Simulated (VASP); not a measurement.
# O (P-1) in VASP: a series of runs

O is run at these levels: PBEsol; tasks: single point.

All numbers are computed with VASP 6.6.1; they aren't measurements. Logs are shortened: lines on timing, memory, paths and dates and some standing lists are left out, and cuts for length are marked.

**1. The cell of the first run**

The typed cell holds 2 atoms: a = 3.807 Å, b = 3.775 Å, c = 3.769 Å, α = 44.13°, β = 44.34°, γ = 44.10°.

**2. Single point, PBEsol (equal xy, yz and zx shear strains of +1 %)**

Contents of INCAR:

```
PREC = Accurate
ENCUT = 520
EDIFF = 1E-6
ISMEAR = -1
SIGMA = 0.02
LREAL = F
LASPH = T
NELM = 100
ALGO = Normal
ISIF = 2
LWAVE = F
LCHARG = T
GGA = PS
LELF = T
LVHAR = T
NBANDS = 13
```

Contents of KPOINTS:

```
regular mesh
0
Gamma
  10 10 10
```

Contents of POSCAR:

```
O
1.0
    1.4444993768      0.8459291861      3.4195255998
   -1.4021986674      0.8316956959      3.4052921096
    0.0088237906     -1.6265003821      3.4000822906
O
2
Direct
    0.0577000000      0.0577000000      0.0577000000
    0.9423000000      0.9423000000      0.9423000000
```

Potentials or basis: VASP PAW PBE potentials, release 64 (O).

Command:

```console
cat potpaw_PBE.64/O/POTCAR > POTCAR
mpirun -np 1 vasp_std > vasp.out
```

OUTCAR:

```text
PREC = Accurate
   ENCUT = 520
   EDIFF = 1E-6
   ISMEAR = -1
   LREAL = F
   LASPH = T
   NELM = 100
   ISIF = 2
   GGA = PS

 ion  position               nearest neighbor table
   1  0.058  0.058  0.058-   2 1.18
   2  0.942  0.942  0.942-   1 1.18

  LATTYP: Found a triclinic cell.
 ALAT       =     2.8343852027
 B/A-ratio  =     1.0043692043
 C/A-ratio  =     1.3297781339
 COS(alpha) =     0.0046937576
 COS(beta)  =     0.3737676277
 COS(gamma) =     0.4934652005

  Lattice vectors:

 A1 = (   1.4110224580,  -2.4581960780,  -0.0052098190)
 A2 = (   2.8466980442,   0.0142334902,   0.0142334902)
 A3 = (   0.0088237906,  -1.6265003821,   3.4000822906)

Analysis of symmetry for initial positions (statically):
=====================================================================
 Subroutine PRICEL returns:
 Original cell was already a primitive cell.

 Routine SETGRP: Setting up the symmetry group for a
 triclinic supercell.

 Subroutine GETGRP returns: Found  2 space group operations
 (whereof  2 operations were pure point group operations)
 out of a pool of  2 trial point group operations.

The static configuration has the point symmetry S_2 .

Analysis of symmetry for dynamics (positions and initial velocities):
=====================================================================
 Subroutine PRICEL returns:
 Original cell was already a primitive cell.

 Routine SETGRP: Setting up the symmetry group for a
 triclinic supercell.

 Subroutine GETGRP returns: Found  2 space group operations
 (whereof  2 operations were pure point group operations)
 out of a pool of  2 trial point group operations.

The dynamic configuration has the point symmetry S_2 .

 Subroutine INISYM returns: Found  2 space group operations
 (whereof  2 operations are pure point group operations),
 and found     1 'primitive' translations

----------------------------------------------------------------------------------------

                                     Primitive cell

  volume of cell :      23.9177

  direct lattice vectors                    reciprocal lattice vectors
     1.444499377  0.845929186  3.419525600     0.349805993  0.200589746  0.095048489
    -1.402198667  0.831695696  3.405292110    -0.352797331  0.204085285  0.098544028
     0.008823791 -1.626500382  3.400082291     0.001531557 -0.406134812  0.099823484

  length of vectors
     3.807273298  3.775432847  3.769103466     0.414288178  0.419318120  0.418225488

  position of ions in fractional coordinates (direct lattice)
     0.057700000  0.057700000  0.057700000
     0.942300000  0.942300000  0.942300000

  ion indices of the primitive-cell ions
   primitive index   ion index
                 1           1
                 2           2

----------------------------------------------------------------------------------------

 KPOINTS: regular mesh

Automatic generation of k-mesh.
 Grid dimensions read from file:
 generate k-points for:   10   10   10

 Generating k-lattice:

  Cartesian coordinates                     Fractional coordinates (reciprocal lattice)
     0.034980599  0.020058975  0.009504849     0.100000000 -0.000000000  0.000000000
    -0.035279733  0.020408528  0.009854403     0.000000000  0.100000000  0.000000000
     0.000153156 -0.040613481  0.009982348     0.000000000  0.000000000  0.100000000

  Length of vectors
     0.041428818  0.041931812  0.041822549

  Shift w.r.t. Gamma in fractional coordinates (k-lattice)
     0.000000000  0.000000000  0.000000000

 Subroutine IBZKPT returns following result:
 ===========================================

 Found    504 irreducible k-points:

 Following reciprocal coordinates:
            Coordinates               Weight
  0.000000  0.000000  0.000000      1.000000
  0.100000  0.000000  0.000000      2.000000
  0.200000  0.000000  0.000000      2.000000
  0.300000  0.000000  0.000000      2.000000
  0.400000  0.000000  0.000000      2.000000
  0.500000  0.000000 -0.000000      1.000000
[... 16 lines left out ...]
 -0.400000  0.200000 -0.000000      2.000000
 -0.300000  0.200000 -0.000000      2.000000
 [... further k-points ...]
   k-points           NKPTS =    504   k-points in BZ     NKDIM =    504   number of bands    NBANDS=     13
   number of dos      NEDOS =    301   number of ions     NIONS =      2
   total plane-waves  NPLWV =  21952
   dimension x,y,z NGX =    28 NGY =   28 NGZ =   28
   dimension x,y,z NGXF=    56 NGYF=   56 NGZF=   56
   ions per type =               2
   NGX,Y,Z   is equivalent  to a cutoff of  12.23, 12.33, 12.35 a.u.
   NGXF,Y,Z  is equivalent  to a cutoff of  24.45, 24.66, 24.70 a.u.
 SYSTEM =  unknown system
   PREC   = accura    normal or accurate (medium, high low for compatibility)
   ISTART =      0    job   : 0-new  1-cont  2-samecut
   ICHARG =      2    charge: 1-file 2-atom 10-const
   ISPIN  =      1    spin polarized calculation?
   LNONCOLLINEAR =      F non collinear calculations
   LSORBIT =      F    spin-orbit coupling
   LASPH  =      T    aspherical Exc in radial PAW
   ENCUT  =  520.0 eV  38.22 Ry    6.18 a.u.   7.08  7.02  7.01*2*pi/ulx,y,z
   NELM   =    100;   NELMIN=  2; NELMDL= -5     # of ELM steps
   EDIFF  = 0.1E-05   stopping-criterion for ELM
   LREAL  =      F    real-space projection
   EDIFFG = 0.1E-04   stopping-criterion for IOM
   NSW    =      0    number of steps for IOM
   IBRION =     -1    ionic relax: 0-MD 1-quasi-New 2-CG
   NFREE  =      0    steps in history (QN), initial steepest desc. (CG)
   ISIF   =      2    stress and relaxation
   ISYM   =      2    0-nonsym 1-usesym 2-fastsym
   POTIM  = 0.5000    time-step for ionic-motion
   TEBEG  =    0.0;   TEEND  =   0.0 temperature during run
   PSTRESS=    0.0 pullay stress
   NELECT =      12.0000    total number of electrons
   NUPDOWN=      -1.0000    fix difference up-down
   EMIN   =  10.00;   EMAX   =-10.00  energy-range for DOS
   EFERMI =   0.00;   METHOD = LEGACY
   ISMEAR =    -1;   SIGMA  =   0.02  broadening in eV -4-tet -1-fermi 0-gaus
   EFERMI_NEDOS =   21; number of points for ismear=-14 and -15
   IALGO  =     38    algorithm
   IMIX   =      4    mixing-type and parameters
     AMIX     =   0.40;   BMIX     =  1.00
     AMIX_MAG =   1.60;   BMIX_MAG =  1.00
  volume/ion in A,a.u.               =      11.96        80.70
  Fermi-wavevector in a.u.,A,eV,Ry     =   1.300855  2.458260 23.024112  1.692224
  Thomas-Fermi vector in A             =   2.432027
   LORBIT       =      0    0 simple, 1 ext, 2 COOP (PROOUT), +10 PAW based schemes
   GGA     = PS    functional components
   LHFCALC =     F    Hartree Fock is set to
   AEXX    =    0.0000 exact exchange contribution
   IVDW    =     0    specifies the selected vdW correction
   LEPSILON=     F    determine dielectric tensor
   LRPA    =     F    only Hartree local field effects (RPA)
 non-spin polarized calculation
  energy-cutoff  :      520.00
  volume of cell :       23.92
 maximum number of plane-waves:       655
   NGX = 15   NGY = 15   NGZ = 15

 number of electron      11.9999999 magnetization

 Free energy of the ion-electron system (eV)
  ---------------------------------------------------
  ext. energy  EPLUGINS =         0.00000000
  ---------------------------------------------------
  free energy    TOTEN  =        -9.83363853 eV

  energy without entropy =       -9.83185195  energy(sigma->0) =       -9.83274524

 E-fermi :   0.3948     XC(G=0):  -9.4375

 val. band max:        0.3888687290   @ k =  -0.4000   0.1000   0.0000
 cond. band min:       0.3972507374   @ k =   0.5000   0.5000   0.3000
 fundamental gap:      0.0083820085
 Fermi energy:         0.3948150420

 k-point     1 :       0.0000    0.0000    0.0000
  band No.  band energies     occupation
      1     -27.7814      2.00000
      2     -13.3612      2.00000
      3      -8.7938      2.00000
      4      -6.2398      2.00000
      5      -6.2067      2.00000
      6       0.9484      0.00000
      7       0.9653      0.00000
      8       8.4686      0.00000
      9      12.0488      0.00000
     10      15.1510      0.00000
     11      18.8990      0.00000
     12      21.3502      0.00000
     13      21.6548      0.00000

 k-point     2 :       0.1000    0.0000    0.0000
  band No.  band energies     occupation
      1     -27.7493      2.00000
      2     -13.3480      2.00000
      3      -8.7384      2.00000
      4      -6.4093      2.00000
      5      -6.2448      2.00000
      6       0.8115      0.00000
      7       0.9127      0.00000
      8       8.7829      0.00000
      9      12.0408      0.00000
     10      15.1780      0.00000
     11      19.0680      0.00000
     12      19.9794      0.00000
     13      22.0273      0.00000

 k-point     3 :       0.2000    0.0000    0.0000
  band No.  band energies     occupation
      1     -27.6634      2.00000
      2     -13.3103      2.00000
      3      -8.6071      2.00000
      4      -6.8216      2.00000
      5      -6.3409      2.00000
      6       0.4576      0.08298
      7       0.7912      0.00000
      8       9.5657      0.00000
      9      12.0081      0.00000
     10      15.3764      0.00000
     11      17.4735      0.00000
     12      20.2427      0.00000
     13      21.9811      0.00000

 k-point     4 :       0.3000    0.0000    0.0000
  band No.  band energies     occupation
      1     -27.5545      2.00000
      2     -13.2583      2.00000
      3      -8.4962      2.00000
      4      -7.2490      2.00000
      5      -6.4567      2.00000
      6       0.0543      2.00000
      7       0.6446      0.00001
      8      10.3832      0.00000
      9      12.0552      0.00000
     10      15.3186      0.00000
     11      16.3728      0.00000
     12      20.2842      0.00000
     13      21.0842      0.00000

 k-point     5 :       0.4000    0.0000    0.0000
  band No.  band energies     occupation
      1     -27.4649      2.00000
      2     -13.2118      2.00000
      3      -8.4969      2.00000
      4      -7.4864      2.00000
      5      -6.5483      2.00000
      6      -0.2454      2.00000
      7       0.5284      0.00251
      8      10.7625      0.00000
      9      12.4361      0.00000
     10      14.1894      0.00000
     11      17.1198      0.00000
     12      19.1324      0.00000
     13      21.5193      0.00000
[... 257 lines left out ...]
 k-point    22 :       0.5000    0.2000   -0.0000
  band No.  band energies     occupation
      1     -27.4202      2.00000
      2     -13.3312      2.00000
      3      -8.1834      2.00000
      4      -7.4328      2.00000
      5      -6.8814      2.00000
      6      -0.2836      2.00000
      7       0.3111      1.96997
      8      10.6387      0.00000
      9      13.2507      0.00000
     10      14.1569      0.00000
     11      16.3612      0.00000
     12      19.8975      0.00000
     13      20.7684      0.00000

 k-point    23 :      -0.4000    0.2000   -0.0000
  band No.  band energies     occupation
      1     -27.3953      2.00000
      2     -13.2344      2.00000
      3      -8.3064      2.00000
      4      -7.4682      2.00000
      5      -6.9366      2.00000
      6      -0.2668      2.00000
      7       0.1123      2.00000
      8      10.9891      0.00000
      9      12.9205      0.00000
     10      14.3539      0.00000
     11      17.0241      0.00000
     12      19.3252      0.00000
     13      20.5726      0.00000

 k-point    24 :      -0.3000    0.2000   -0.0000
  band No.  band energies     occupation
      1     -27.4267      2.00000
      2     -13.1722      2.00000
      3      -8.4744      2.00000
      4      -7.2730      2.00000
      5      -6.9581      2.00000
      6      -0.2461      2.00000
      7       0.1964      1.99990
      8      11.3569      0.00000
      9      12.1406      0.00000
     10      15.0224      0.00000
     11      17.3502      0.00000
     12      18.4659      0.00000
     13      20.7777      0.00000

 [... further k-points ...]
[... 5 lines left out ...]
  --------------------------------------------------------------------------------------
  -------------------------------------------------------------------------------------
  Total       -1.3301805     -1.3243942      5.2980078      0.0161595     -0.0420031     -0.0454690
  in kB      -89.1050603    -88.7174507    354.8986804      1.0824771     -2.8136679     -3.0458380
  external PRESSURE =      59.0253898 kB  Pullay stress =       0.0000000 kB

 VOLUME and BASIS-vectors are now :
 -----------------------------------------------------------------------------
  energy-cutoff  :      520.00
  volume of cell :       23.92
      direct lattice vectors                 reciprocal lattice vectors
     1.444499377  0.845929186  3.419525600     0.349805993  0.200589746  0.095048489
    -1.402198667  0.831695696  3.405292110    -0.352797331  0.204085285  0.098544028
     0.008823791 -1.626500382  3.400082291     0.001531557 -0.406134812  0.099823484

 POSITION                                       TOTAL-FORCE (eV/Angst)
 -----------------------------------------------------------------------------------
      0.00295      0.00295      0.58998        -0.015765     -0.017735      3.932529
      0.04817      0.04817      9.63492         0.015765      0.017735     -3.932529
 -----------------------------------------------------------------------------------
    total drift:                                0.000000     -0.000000      0.000000

  FREE ENERGIE OF THE ION-ELECTRON SYSTEM (eV)
  ---------------------------------------------------
  free  energy   TOTEN  =        -9.8336385279 eV

  energy  without entropy=       -9.8318519504  energy(sigma->0) =       -9.83274524
```

Wall time 98 s (1 thread of Intel Xeon Platinum 8488C (Sapphire Rapids), shared host); peak memory 0.23 GiB.

Results:

| Item | Value |
| --- | --- |
| Free energy | -9.8336 eV |
| Pressure | 5.9 GPa |
| Largest force | 3.933 eV/Å |
| Band gap on the k mesh | zero (band 6 reaches 1.19 eV, above the bottom of band 7 at -0.12 eV) |

Forces on the atoms (eV/Å):
```
O   -0.016 -0.018  3.933
O    0.016  0.018 -3.933
```

Levels at points of the mesh, in eV from the Fermi level:
```csv
k point,band 4,band 5,band 6,band 7,band 8,band 9
"(0.00, 0.00, 0.00)",-6.63,-6.60,0.55,0.57,8.07,11.65
"(0.50, 0.00, 0.00)",-7.93,-6.98,-0.75,0.09,10.42,12.49
"(0.00, 0.50, 0.00)",-7.88,-7.03,-0.75,0.04,10.52,12.39
"(0.50, 0.50, 0.00)",-7.29,-7.21,-1.37,0.61,10.01,11.50
"(0.00, 0.00, 0.50)",-7.88,-7.00,-0.74,0.07,10.52,12.45
"(0.50, 0.00, 0.50)",-7.27,-7.24,-1.37,0.59,10.04,11.46
"(0.00, 0.50, 0.50)",-7.25,-7.18,-1.37,0.63,10.04,11.59
"(0.50, 0.50, 0.50)",-6.73,-6.70,0.79,0.83,7.90,8.34
```

Caveat: the cell differs from its parent crystal (equal xy, yz and zx shear strains of +1 %); the standard files for N, O and F lose accuracy on very short bonds; spin is off for a triplet molecule; the PAW data sets were made with another functional, which shifts forces and pressure a little.

**3. Single point, PBEsol (equal xy, yz and zx shear strains of +2 %)**

Contents of INCAR:

```
  PREC = Accurate
  ENCUT = 520
  EDIFF = 1E-6
  ISMEAR = -1
  SIGMA = 0.02
  LREAL = F
  LASPH = T
  NELM = 100
  ALGO = Normal
  ISIF = 2
  LWAVE = F
  LCHARG = F
  GGA = PS
  NBANDS = 13
```

Contents of KPOINTS:

```
Automatic mesh
0
Gamma
  10 10 10
```

Contents of POSCAR:

```
O
1.0
    1.4656497315      0.8700874312      3.4307511996
   -1.3810483127      0.8416204508      3.4022842192
    0.0176475812     -1.6094588821      3.3918645812
O
2
Direct
    0.0577000000      0.0577000000      0.0577000000
    0.9423000000      0.9423000000      0.9423000000
```

Potentials or basis: VASP PAW PBE potentials, release 64 (O).

Command:

```console
cat potpaw_PBE.64/O/POTCAR > POTCAR
mpirun -np 1 vasp_std > vasp.out
```

Wall time 99 s (1 thread of Intel Xeon Platinum 8488C (Sapphire Rapids), shared host); peak memory 0.24 GiB.

Results (log left out):

```yaml
Free_energy: -9.8324 eV
Pressure: 5.9 GPa
Largest_force: 3.924 eV/Å
Band_gap_on_the_k_mesh: zero (band 6 reaches 1.17 eV, above the bottom of band 7 at -0.14 eV)
```

Forces on the atoms (eV/Å):
```
O   -0.030 -0.034  3.923
O    0.030  0.034 -3.923
```

Stress tensor (GPa, compression positive):
```
-8.90  0.25 -0.59
 0.25 -8.83 -0.55
-0.59 -0.55 35.46
```

Levels at points of the mesh, in eV from the Fermi level:
```
           k point  band 2  band 3  band 4  band 5  band 6  band 7  band 8  band 9  band 10  band 11
(0.00, 0.00, 0.00)  -13.75   -9.19   -6.65   -6.58    0.54    0.58    8.08   11.65    14.77    18.50
(0.50, 0.00, 0.00)  -13.58   -8.92   -7.97   -6.95   -0.75    0.11   10.35   12.55    13.09    17.47
(0.00, 0.50, 0.00)  -13.59   -8.94   -7.86   -7.05   -0.75    0.02   10.56   12.34    13.17    17.38
(0.50, 0.50, 0.00)  -13.95   -8.72   -7.30   -7.20   -1.37    0.61    9.98   11.50    15.08    15.26
(0.00, 0.00, 0.50)  -13.62   -8.94   -7.87   -7.00   -0.74    0.07   10.55   12.45    13.15    17.30
(0.50, 0.00, 0.50)  -13.94   -8.73   -7.28   -7.26   -1.37    0.57   10.05   11.41    15.23    15.25
(0.00, 0.50, 0.50)  -14.03   -8.73   -7.22   -7.15   -1.36    0.65   10.05   11.66    14.76    15.05
(0.50, 0.50, 0.50)  -14.99   -7.08   -6.74   -6.69    0.77    0.84    7.90    8.35    13.62    20.01
```

Caveat: the cell differs from its parent crystal (equal xy, yz and zx shear strains of +2 %); the standard files for N, O and F lose accuracy on very short bonds; spin is off for a triplet molecule; the PAW data sets were made with another functional, which shifts forces and pressure a little.
